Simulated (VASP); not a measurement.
Here is a VASP 6.6.1 calculation.

Contents of INCAR:

```
SYSTEM = NiSb
  ALGO = Normal
  EDIFF = 1E-6
  ENCUT = 520
  GGA = PE
  ISIF = 2
  ISMEAR = 0
  ISPIN = 2
  LASPH = .True.
  LCHARG = .False.
  LMAXMIX = 4
  LORBIT = 11
  LREAL = .False.
  LWAVE = .False.
  MAGMOM = 0.8 -0.8 0 0
  NBANDS = 27
  NELM = 150
  PREC = Accurate
  SIGMA = 0.05
```

File KPOINTS:

```
k-points
0
Gamma
  12 12 6
  0 0 0
```

File POSCAR:

```
NiSb
1.0
    0.0000000000      2.6337378275      2.6337378275
    5.2674756550      2.6337378275      2.6337378275
    5.2674756550      5.2674756550      0.0000000000
Ni Sb
2 2
Direct
    0.5000000000      0.5000000000      0.0000000000
    0.5000000000      0.5000000000      0.5000000000
    0.0000000000      0.0000000000      0.0000000000
    0.0000000000      0.0000000000      0.5000000000
```

Potentials or basis: VASP PAW PBE potentials, release 64 (Ni, Sb).

The run is started by

```console
$ cat potpaw_PBE.64/Ni/POTCAR potpaw_PBE.64/Sb/POTCAR > POTCAR
$ mpirun -np 1 vasp_std > vasp.out
```

Task: Predict the pressure.

Result: -0.1 GPa.

Task: Predict the band gap on the k mesh.

Result: Zero (filled and empty bands overlap).

Task: Predict the net moment.

Result: 0.00 μB per cell.

Caveat: the moments typed at the start vanished in this run; spin-orbit coupling is left out, which moves the levels of the heavy elements.
